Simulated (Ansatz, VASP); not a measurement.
## One calculation of AlN, two programs

INCAR

```
PREC = Accurate ; ENCUT = 520
EDIFF = 1E-6 ; ISMEAR = 0
SIGMA = 0.05 ; LREAL = False
LASPH = True ; NELM = 100
ALGO = Normal ; ISIF = 2
LWAVE = False ; LCHARG = False
GGA = PE ; NBANDS = 16
```

File KPOINTS:

```
regular mesh
0
Gamma
  9 9 6
```

The input POSCAR:

```
AlN
1.0
    3.1298889821      0.0000000000      0.0000000000
   -1.5649444910      2.7105633695      0.0000000000
    0.0000000000      0.0000000000      5.0169562974
Al N
2 2
Direct
    0.3052173201      0.6666666667      0.0017290859
    0.6947826799      0.3333333333      0.5017290859
    0.3582006313      0.6666666667      0.3832709141
    0.6417993687      0.3333333333      0.8832709141
```

Input for Ansatz:

```yaml
crystal:
  lattice:
    - [3.1298889821, 0.0, 0.0]
    - [-1.564944491, 2.7105633695, 0.0]
    - [0.0, 0.0, 5.0169562974]
  atoms:
    - { symbol: Al, position: [0.3052173201, 0.6666666667, 0.0017290859] }
    - { symbol: Al, position: [0.6947826799, 0.3333333333, 0.5017290859] }
    - { symbol: "N", position: [0.3582006313, 0.6666666667, 0.3832709141] }
    - { symbol: "N", position: [0.6417993687, 0.3333333333, 0.8832709141] }
basis:
  ecutwfc: 520.0
kpoints:
  mp_grid: { grid: [9, 9, 6] }
hamiltonian:
  xc: pbe
  pseudopotentials: { kind: paw, azcp: { folder: soft_1 } }
scf:
  occupations: { method: gaussian, width: 0.05 }
output:
  forces: true
  stress: true
  eigenvalues: true
```

Change from the starting cell: mode 4 frozen in at -0.088 Å, equal normal strain along x, y and z +0.0000.

Alike in both runs: task single point; functional PBE; k mesh 9 × 9 × 6; occupations gaussian, width 0.05 eV; no spin polarisation.

|  | VASP | Ansatz |
| --- | --- | --- |
| version | VASP 6.6.1 | Ansatz 0.2.0 |
| potentials or method | VASP PAW PBE potentials, release 64 (Al, N), cutoff 520 eV | scalar-relativistic, plane waves, PAW |
| valence electrons in the cell | 16 | 16 |

Ansatz gave:

* gap on the k mesh at the Fermi level (eV): 3.95
* least direct gap on the mesh (eV): 3.95
* pressure (GPa): -0.2
* traceless stress, the component that is largest in VASP (GPa): -0.50
* rms of the force components (eV/Å): 0.221

Task: Which values does VASP return?

Result: gap on the k mesh at the Fermi level (eV): 3.96; least direct gap on the mesh (eV): 3.96; pressure (GPa): -0.4; traceless stress, the component that is largest in VASP (GPa): -0.52; rms of the force components (eV/Å): 0.222.

Atom by atom the forces differ by 0.001 eV/Å (rms over components). The functional is the same, so the differences come from potentials, cutoffs and numerics.
